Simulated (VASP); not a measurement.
Here is a VASP 6.6.1 calculation.

File POSCAR:

```
SiC
1.0
    0.0000000000      2.1780497569      2.1780497569
    2.1780497569      0.0000000000      2.1780497569
    2.1780497569      2.1780497569      0.0000000000
Si C
1 1
Direct
    0.2500000000      0.2500000000      0.2500000000
    0.0000000000      0.0000000000      0.0000000000
```

File INCAR.step1:

```
SYSTEM = SiC
  ALGO = Normal
  EDIFF = 1E-4
  ENCUT = 520
  GGA = PE
  ISMEAR = 0
  LASPH = .TRUE.
  LCHARG = .FALSE.
  LREAL = .FALSE.
  LWAVE = .TRUE.
  NBANDS = 11
  NELM = 100
  PREC = Accurate
  SIGMA = 0.01
```

INCAR.step2

```
SYSTEM = SiC
  ALGO = Normal
  EDIFF = 1E-7
  ENCUT = 520
  ISIF = 2
  ISMEAR = 0
  ISTART = 1
  LASPH = .TRUE.
  LCHARG = .TRUE.
  LELF = .TRUE.
  LMIXTAU = .TRUE.
  LREAL = .FALSE.
  LVHAR = .TRUE.
  LWAVE = .FALSE.
  METAGGA = R2SCAN
  NBANDS = 11
  NELM = 100
  PREC = Accurate
  SIGMA = 0.01
```

File KPOINTS:

```
k-points
0
G
  10 10 10
  0 0 0
```

Potentials or basis: VASP PAW PBE potentials, release 64 (Si, C).

The run is started by

```console
$ cat potpaw_PBE.64/Si/POTCAR potpaw_PBE.64/C/POTCAR > POTCAR
$ cp INCAR.step1 INCAR
$ mpirun -np 1 vasp_std > vasp.out
$ cp INCAR.step2 INCAR
$ mpirun -np 1 vasp_std > vasp.out
```

Question: What does it give for the band gap on the k mesh?

Answer: 1.72 eV, indirect (least direct gap 5.06 eV).

Question: What does it give for the pressure?

Answer: -0.1 GPa.

Caveat: the PAW data sets were made with another functional, which shifts forces and pressure a little. r2SCAN opens gaps a little over a GGA but as a rule still falls short of measured ones.
